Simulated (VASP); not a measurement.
# ZnS (I-4m2) in VASP: further runs

ZnS is run at these levels: PBE; tasks: single point.

Program: VASP 6.6.1. These are calculated values, not measurements. Logs are shortened: lines on timing, memory, paths and dates and some standing lists are left out, and cuts for length are marked.

### 1 The cell of the first run

It takes space group I-4m2 (No. 119, tetragonal). Conventional cell: a = 3.907 Å, b = 3.907 Å, c = 5.361 Å, α = 90.00°, β = 90.00°, γ = 90.00°. Zn (site symmetry -4m2) has 4 S at 2.37 Å within 3.1 Å. Within 3.1 Å of S (site symmetry -4m2) lie 4 Zn at 2.37 Å.

### 2 Single point, PBE (strain +0.015 along x and y, -0.015 along z)

The input, INCAR:

```
SYSTEM = ZnS
PREC = Accurate
ENCUT = 520
EDIFF = 1E-7
ISMEAR = 0
SIGMA = 0.05
LREAL = .FALSE.
LASPH = .TRUE.
NELM = 80
ALGO = Normal
ISIF = 2
LWAVE = .FALSE.
LCHARG = .TRUE.
GGA = PE
LELF = .TRUE.
LVHAR = .TRUE.
NBANDS = 16
```

The input, KPOINTS:

```
Automatic mesh
0
G
  8 8 8
  0 0 0
```

The input, POSCAR:

```
ZnS
1.0
    0.0000000000      2.7623874444      2.6807405248
    2.7623874444      0.0000000000      2.6807405248
    2.7623874444      2.7623874444      0.0000000000
Zn S
1 1
Direct
    0.0000000000      0.0000000000      0.0000000000
    0.7500000000      0.7500000000      0.7500000000
```

Potentials or basis: VASP PAW PBE potentials, release 64 (Zn, S).

Command:

```bash
$ cat potpaw_PBE.64/Zn/POTCAR potpaw_PBE.64/S/POTCAR > POTCAR
$ mpirun -np 1 vasp_std > vasp.out
```

OUTCAR:

```text
SYSTEM = ZnS
   PREC = Accurate
   ENCUT = 520
   EDIFF = 1E-7
   ISMEAR = 0
   LREAL = .FALSE.
   LASPH = .TRUE.
   NELM = 80
   ISIF = 2
   GGA = PE

 ion  position               nearest neighbor table
   1  0.000  0.000  0.000-   2 2.37   2 2.37   2 2.37   2 2.37
   2  0.750  0.750  0.750-   1 2.37   1 2.37   1 2.37   1 2.37

  LATTYP: Found a body centered tetragonal cell.
 ALAT       =     3.9066057884
 C/A-ratio  =     1.3724141467

  Lattice vectors:

 A1 = (   0.0000000000,  -2.7623874444,  -2.6807405248)
 A2 = (   0.0000000000,   2.7623874444,  -2.6807405248)
 A3 = (   2.7623874444,   0.0000000000,   2.6807405248)

Analysis of symmetry for initial positions (statically):
=====================================================================
 Subroutine PRICEL returns:
 Original cell was already a primitive cell.

 Routine SETGRP: Setting up the symmetry group for a
 body centered tetragonal supercell.

 Subroutine GETGRP returns: Found  8 space group operations
 (whereof  8 operations were pure point group operations)
 out of a pool of 16 trial point group operations.

The static configuration has the point symmetry D_2d.

Analysis of symmetry for dynamics (positions and initial velocities):
=====================================================================
 Subroutine PRICEL returns:
 Original cell was already a primitive cell.

 Routine SETGRP: Setting up the symmetry group for a
 body centered tetragonal supercell.

 Subroutine GETGRP returns: Found  8 space group operations
 (whereof  8 operations were pure point group operations)
 out of a pool of 16 trial point group operations.

The dynamic configuration has the point symmetry D_2d.

 Subroutine INISYM returns: Found  8 space group operations
 (whereof  8 operations are pure point group operations),
 and found     1 'primitive' translations

----------------------------------------------------------------------------------------

                                     Primitive cell

  volume of cell :      40.9123

  direct lattice vectors                    reciprocal lattice vectors
     0.000000000  2.762387444  2.680740525    -0.181002850  0.181002850  0.186515627
     2.762387444  0.000000000  2.680740525     0.181002850 -0.181002850  0.186515627
     2.762387444  2.762387444  0.000000000     0.181002850  0.181002850 -0.186515627

  length of vectors
     3.849305672  3.849305672  3.906605788     0.316720922  0.316720922  0.316720922

  position of ions in fractional coordinates (direct lattice)
     0.000000000  0.000000000  0.000000000
[... 80 lines left out ...]
   EDIFFG = 0.1E-05   stopping-criterion for IOM
   NSW    =      0    number of steps for IOM
   IBRION =     -1    ionic relax: 0-MD 1-quasi-New 2-CG
   NFREE  =      0    steps in history (QN), initial steepest desc. (CG)
   ISIF   =      2    stress and relaxation
   ISYM   =      2    0-nonsym 1-usesym 2-fastsym
   POTIM  = 0.5000    time-step for ionic-motion
   TEBEG  =    0.0;   TEEND  =   0.0 temperature during run
   PSTRESS=    0.0 pullay stress
   NELECT =      18.0000    total number of electrons
   NUPDOWN=      -1.0000    fix difference up-down
   EMIN   =  10.00;   EMAX   =-10.00  energy-range for DOS
   EFERMI =   0.00;   METHOD = LEGACY
   ISMEAR =     0;   SIGMA  =   0.05  broadening in eV -4-tet -1-fermi 0-gaus
   EFERMI_NEDOS =   21; number of points for ismear=-14 and -15
   IALGO  =     38    algorithm
   IMIX   =      4    mixing-type and parameters
     AMIX     =   0.40;   BMIX     =  1.00
     AMIX_MAG =   1.60;   BMIX_MAG =  1.00
  volume/ion in A,a.u.               =      20.46       138.04
  Fermi-wavevector in a.u.,A,eV,Ry     =   1.245129  2.352953 21.093741  1.550346
  Thomas-Fermi vector in A             =   2.379365
   LORBIT       =      0    0 simple, 1 ext, 2 COOP (PROOUT), +10 PAW based schemes
   GGA     = PE    functional components
   LHFCALC =     F    Hartree Fock is set to
   AEXX    =    0.0000 exact exchange contribution
   IVDW    =     0    specifies the selected vdW correction
   LEPSILON=     F    determine dielectric tensor
   LRPA    =     F    only Hartree local field effects (RPA)
 non-spin polarized calculation
 Gauss-broadening in eV      SIGMA  =   0.05
  energy-cutoff  :      520.00
  volume of cell :       40.91
 maximum number of plane-waves:      1114
 NGX is ok and might be reduce to    30
   NGX = 15   NGY = 15   NGZ = 15

 number of electron      18.0000006 magnetization

 Free energy of the ion-electron system (eV)
  ---------------------------------------------------
  ext. energy  EPLUGINS =         0.00000000
  ---------------------------------------------------
  free energy    TOTEN  =        -6.84814769 eV

  energy without entropy =       -6.84814769  energy(sigma->0) =       -6.84814769

 E-fermi :   2.1266     XC(G=0):  -9.4610

 val. band max:        1.8383589973   @ k =   0.0000   0.0000   0.0000
 cond. band min:       3.7283431883   @ k =   0.0000   0.0000   0.0000
 fundamental gap:      1.8899841910
 Fermi energy:         2.1265977454

 k-point     1 :       0.0000    0.0000    0.0000
  band No.  band energies     occupation
      1     -11.1168      2.00000
      2      -4.4308      2.00000
      3      -4.4308      2.00000
      4      -4.4145      2.00000
      5      -3.9740      2.00000
      6      -3.9674      2.00000
[... 433 lines left out ...]
      3      -4.3003      2.00000
      4      -4.2314      2.00000
      5      -3.9712      2.00000
      6      -3.9408      2.00000
[... 8 lines left out ...]
     15      14.3222      0.00000
     16      14.7920      0.00000

 [... further k-points ...]

------------------------ aborting loop because EDIFF is reached ----------------------------------------

  FORCE on cell =-STRESS in cart. coord.  units (eV):
  Direction    XX          YY          ZZ          XY          YZ          ZX
  --------------------------------------------------------------------------------------
  -------------------------------------------------------------------------------------
  Total       -0.3162522     -0.3162522     -0.0170264      0.0000000      0.0000000      0.0000000
  in kB      -12.3848344    -12.3848344     -0.6667758      0.0000000      0.0000000      0.0000000
  external PRESSURE =      -8.4788149 kB  Pullay stress =       0.0000000 kB

 VOLUME and BASIS-vectors are now :
 -----------------------------------------------------------------------------
  energy-cutoff  :      520.00
  volume of cell :       40.91
      direct lattice vectors                 reciprocal lattice vectors
     0.000000000  2.762387444  2.680740525    -0.181002850  0.181002850  0.186515627
     2.762387444  0.000000000  2.680740525     0.181002850 -0.181002850  0.186515627
     2.762387444  2.762387444  0.000000000     0.181002850  0.181002850 -0.186515627

 POSITION                                       TOTAL-FORCE (eV/Angst)
 -----------------------------------------------------------------------------------
      0.00000      0.00000      0.00000        -0.000000     -0.000000      0.000000
      4.14358      4.14358      4.02111         0.000000      0.000000     -0.000000
 -----------------------------------------------------------------------------------
    total drift:                                0.000000      0.000000     -0.000000

  FREE ENERGIE OF THE ION-ELECTRON SYSTEM (eV)
  ---------------------------------------------------
  free  energy   TOTEN  =        -6.8481476944 eV

  energy  without entropy=       -6.8481476944  energy(sigma->0) =       -6.84814769
```

OSZICAR:

```text
N       E                     dE             d eps       ncg     rms          rms(c)
DAV:   1     0.882263107292E+02    0.88226E+02   -0.88300E+03  1888   0.132E+03
DAV:   2    -0.152386951208E+01   -0.89750E+02   -0.84516E+02  2112   0.258E+02
DAV:   3    -0.721741350894E+01   -0.56935E+01   -0.56693E+01  2376   0.631E+01
DAV:   4    -0.727560075191E+01   -0.58187E-01   -0.58177E-01  2384   0.668E+00
DAV:   5    -0.727630140490E+01   -0.70065E-03   -0.70064E-03  2416   0.688E-01    0.643E+00
DAV:   6    -0.686750458648E+01    0.40880E+00   -0.73698E-01  2816   0.294E+01    0.506E+00
DAV:   7    -0.684841707924E+01    0.19088E-01   -0.23863E-01  2240   0.433E+00    0.259E+00
DAV:   8    -0.684769585438E+01    0.72122E-03   -0.48951E-03  2528   0.754E-01    0.670E-01
DAV:   9    -0.684797875502E+01   -0.28290E-03   -0.11651E-03  2312   0.276E-01    0.105E-01
DAV:  10    -0.684815304381E+01   -0.17429E-03   -0.21583E-04  2368   0.148E-01    0.600E-02
DAV:  11    -0.684814669252E+01    0.63513E-05   -0.36869E-05  2136   0.974E-02    0.607E-03
DAV:  12    -0.684814769250E+01   -0.99998E-06   -0.41400E-06  2704   0.214E-02    0.433E-03
DAV:  13    -0.684814769436E+01   -0.18567E-08   -0.80776E-07  2432   0.907E-03
   1 F= -.68481477E+01 E0= -.68481477E+01  d E =-.203412E-18
```

Run time: 52 s. Hardware: 1 thread of Intel Xeon 8259CL, shared host; peak memory 0.19 GiB.

What came out:

- Free energy: -6.8481 eV
- Pressure: -0.8 GPa
- Band gap on the k mesh: 1.89 eV

Caveat: the cell differs from its parent crystal (strain +0.015 along x and y, -0.015 along z).

### 3 Single point, PBE (strain +0.000 along x and y, +0.030 along z)

The input, INCAR:

```
SYSTEM = ZnS
PREC     = Accurate       ! precision mode
ENCUT    = 520            ! plane-wave cutoff, eV
EDIFF    = 1E-6           ! SCF threshold, eV
ISMEAR   = 0              ! smearing method
SIGMA    = 0.05           ! smearing width, eV
LREAL    = .False.        ! projectors in reciprocal space
LASPH    = .True.         ! aspherical terms in the spheres
NELM     = 100            ! most SCF steps
ALGO     = Normal         ! electronic algorithm
ISIF     = 2              ! what is computed and relaxed
LWAVE    = .False.        ! write WAVECAR
LCHARG   = .False.        ! write CHGCAR
GGA      = PE             ! functional
NBANDS   = 16             ! bands
```

The input, KPOINTS:

```
Automatic mesh
0
Gamma
  8 8 8
  0 0 0
```

The input, POSCAR:

```
ZnS
1.0
    0.0000000000      2.7215639846      2.8032109041
    2.7215639846      0.0000000000      2.8032109041
    2.7215639846      2.7215639846      0.0000000000
Zn S
1 1
Direct
    0.0000000000      0.0000000000      0.0000000000
    0.7500000000      0.7500000000      0.7500000000
```

Potentials or basis: VASP PAW PBE potentials, release 64 (Zn, S).

Command:

```bash
$ cat potpaw_PBE.64/Zn/POTCAR potpaw_PBE.64/S/POTCAR > POTCAR
$ mpirun -np 1 vasp_std > vasp.out
```

Run time: 49 s. Hardware: 1 thread of Intel Xeon 8259CL, shared host; peak memory 0.19 GiB.

It converged, with:

| Item | Value |
| --- | --- |
| Free energy | -6.8430 eV |
| Pressure | -1.8 GPa |
| Band gap on the k mesh | 1.85 eV |

Stress tensor (GPa, compression positive):
```
-1.37  0.00  0.00
 0.00 -1.37  0.00
 0.00  0.00 -2.66
```

Levels at points of the mesh, in eV from the valence-band top:
```
           k point  band 6  band 7  band 8  band 9  band 10  band 11  band 12  band 13
(0.00, 0.00, 0.00)   -5.74   -0.11    0.00    0.00     1.85     6.40     6.40     6.40
(0.50, 0.00, 0.00)   -5.56   -4.99   -0.91   -0.75     3.16     6.81     7.04     8.65
(0.50, 0.50, 0.00)   -5.58   -4.51   -1.97   -1.97     3.58     4.22    10.38    11.62
(0.50, 0.00, 0.50)   -5.53   -4.34   -2.15   -2.09     3.44     3.94    10.69    11.42
```

Caveat: the cell differs from its parent crystal (strain +0.000 along x and y, +0.030 along z).

### 4 Single point, PBE (strain +0.015 along x and y, +0.000 along z)

The input, INCAR:

```
  PREC = Accurate
  ENCUT = 520
  EDIFF = 1E-7
  ISMEAR = 0
  SIGMA = 0.05
  LREAL = False
  LASPH = True
  NELM = 80
  ALGO = Normal
  ISIF = 2
  LWAVE = False
  LCHARG = False
  GGA = PE
  NBANDS = 16
```

The input, KPOINTS:

```
Automatic mesh
0
Gamma
  8 8 8
```

The input, POSCAR:

```
ZnS
1.0
    0.0000000000      2.7623874444      2.7215639846
    2.7623874444      0.0000000000      2.7215639846
    2.7623874444      2.7623874444      0.0000000000
Zn S
1 1
Direct
    0.0000000000      0.0000000000      0.0000000000
    0.7500000000      0.7500000000      0.7500000000
```

Command:

```bash
$ cat potpaw_PBE.64/Zn/POTCAR potpaw_PBE.64/S/POTCAR > POTCAR
$ mpirun -np 1 vasp_std > vasp.out
```

Run time: 52 s. Hardware: 1 thread of Intel Xeon 8259CL, shared host; peak memory 0.19 GiB.

It converged, with:

```yaml
Free_energy: -6.8454 eV
Pressure: -1.8 GPa
Band_gap_on_the_k_mesh: 1.86 eV
```

Stress tensor (GPa, compression positive):
```
-2.00  0.00  0.00
 0.00 -2.00  0.00
 0.00  0.00 -1.40
```

Levels at points of the mesh, in eV from the valence-band top:
```csv
k point,band 5,band 6,band 7,band 8,band 9,band 10,band 11,band 12,band 13,band 14
"(0.00, 0.00, 0.00)",-5.74,-5.74,-0.05,-0.05,0.00,1.86,6.39,6.40,6.40,11.54
"(0.50, 0.00, 0.00)",-5.71,-5.56,-4.99,-0.86,-0.79,3.17,6.86,6.98,8.64,11.91
"(0.50, 0.50, 0.00)",-5.67,-5.53,-4.33,-2.12,-2.12,3.44,3.94,10.70,11.57,11.57
"(0.50, 0.00, 0.50)",-5.68,-5.55,-4.42,-2.06,-2.03,3.51,4.08,10.54,11.53,11.65
```

Caveat: the cell differs from its parent crystal (strain +0.015 along x and y, +0.000 along z).

### 5 Single point, PBE (strain +0.030 along x and y, +0.000 along z)

The input, INCAR:

```
PREC = Accurate
ENCUT = 520
EDIFF = 1E-6
ISMEAR = 0
SIGMA = 0.05
LREAL = F
LASPH = T
NELM = 80
ALGO = Normal
ISIF = 2
LWAVE = F
LCHARG = F
GGA = PE
NBANDS = 16
```

The input, KPOINTS:

```
regular mesh
0
Gamma
  8 8 8
```

The input, POSCAR:

```
ZnS
1.0
    0.0000000000      2.8032109041      2.7215639846
    2.8032109041      0.0000000000      2.7215639846
    2.8032109041      2.8032109041      0.0000000000
Zn S
1 1
Direct
    0.0000000000      0.0000000000      0.0000000000
    0.7500000000      0.7500000000      0.7500000000
```

Command:

```bash
$ cat potpaw_PBE.64/Zn/POTCAR potpaw_PBE.64/S/POTCAR > POTCAR
$ mpirun -np 1 vasp_std > vasp.out
```

It took 52 s on 1 thread of Intel Xeon 8259CL, shared host; peak memory 0.19 GiB.

Results (log left out):

| Property | Result |
| --- | --- |
| Free energy | -6.8227 eV |
| Pressure | -3.5 GPa |
| Band gap on the k mesh | 1.70 eV |

Stress tensor (GPa, compression positive):
```
-3.90  0.00  0.00
 0.00 -3.90  0.00
 0.00  0.00 -2.71
```

Levels at points of the mesh, in eV from the valence-band top:
```csv
k point,band 5,band 6,band 7,band 8,band 9,band 10,band 11,band 12,band 13,band 14
"(0.00, 0.00, 0.00)",-5.71,-5.71,-0.09,-0.09,0.00,1.70,6.38,6.38,6.38,11.34
"(0.50, 0.00, 0.00)",-5.68,-5.53,-4.84,-0.89,-0.74,3.07,6.78,7.03,8.50,11.75
"(0.50, 0.50, 0.00)",-5.64,-5.49,-4.20,-2.09,-2.09,3.44,3.81,10.58,11.33,11.33
"(0.50, 0.00, 0.50)",-5.65,-5.53,-4.36,-1.98,-1.93,3.56,4.08,10.27,11.23,11.47
```

Caveat: the cell differs from its parent crystal (strain +0.030 along x and y, +0.000 along z); the cell stands under tension.

(Part 1 of 2 ends here.)
